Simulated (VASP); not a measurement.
Write the native input for VASP 6.6.1 that does the following.

```yaml
Task: single point
Functional: LDA
Potentials_or_basis: VASP PAW LDA potentials, release 64 (Ni)
Cutoff: 520 eV
k_mesh: 13 × 13 × 7
Occupations: methfessel-paxton, width 0.01 eV
Spin: collinear spin, ferromagnetic start
Starting_moments: "[1.5, 1.5] μB"
Dipole_correction: no
Further_INCAR_settings: ALGO = Normal; EDIFF = 1e-07; NBANDS = 21
```

The structure of Ni lies in POSCAR:

```
Ni
1.0
    2.4642325255      0.0000000000      0.0000000000
   -1.2321162627      2.1340904754      0.0000000000
    0.0000000000      0.0000000000      4.0997830377
Ni
2
Direct
    0.3333333333      0.6666666667      0.2500000000
    0.6666666667      0.3333333333      0.7500000000
```

These files were run (other wordings do the same):

INCAR

```
SYSTEM = Ni
PREC = Accurate
ENCUT = 520
EDIFF = 1E-7
ISMEAR = 1
SIGMA = 0.01
LREAL = .FALSE.
LASPH = .TRUE.
NELM = 150
ALGO = Normal
ISIF = 2
LWAVE = .FALSE.
LCHARG = .FALSE.
ISPIN = 2
MAGMOM = 1.5 1.5
LORBIT = 11
LMAXMIX = 4
GGA = CA
NBANDS = 21
```

KPOINTS

```
Automatic mesh
0
G
  13 13 7
  0 0 0
```

Potentials or basis: VASP PAW LDA potentials, release 64 (Ni).

Command:

```bash
$ cat potpaw_LDA.64/Ni/POTCAR > POTCAR
$ mpirun -np 1 vasp_std > vasp.out
```

Results of the run:

```json
{
 "Pressure": "-14.8 GPa",
 "Net moment": "1.20 μB per cell",
 "Site moments": "Ni +0.60 μB",
 "Valence electrons inside the program's atomic spheres": "Ni 9.34"
}
```

Wall time 120 s on 1 thread of Intel Xeon 8259CL, on a shared host, peak memory 0.17 GiB.
